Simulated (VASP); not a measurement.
The system is Ti.

```
CELL_PARAMETERS angstrom
0.00000 2.06500 2.06500
2.06500 0.00000 2.06500
2.06500 2.06500 0.00000
ATOMIC_POSITIONS crystal
Ti 0.00000 0.00000 0.00000
```

This isn't the form of Ti at room conditions, which is hcp.

* Program: VASP 6.6.1
* Task: relaxation of cell and atoms
* Functional: LDA
* Potentials or basis: VASP PAW LDA potentials, release 64 (Ti_sv)
* Cutoff: 500 eV
* k mesh: 8 × 8 × 8
* Occupations: fermi-dirac, width 0.1 eV
* Spin: no spin polarisation

At the start: pressure -9.6 GPa; volume 17.61 Å³/atom.

**Question.** Where does the relaxation end?

**Answer.** Over 3 steps the energy falls by 51.4 meV/atom and the volume is 16.02 Å³/atom (-9.0 %); space group Fm-3m (No. 225, to 0.1 Å) before and after.

The path:
```tsv
step	energy change (eV)	largest force (eV/Å)	pressure (GPa)	volume (Å³)
1	0.0000	0.0000	-9.64	17.61
2	-0.0280	0.0000	8.14	15.05
3	-0.0514	0.0000	-0.05	16.02
```

Final structure:
```xyz
1
Lattice="0.0000 2.0008 2.0008 2.0008 0.0000 2.0008 2.0008 2.0008 0.0000" Properties=species:S:1:pos:R:3 pbc="T T T"
Ti    0.0000    0.0000    0.0000
```
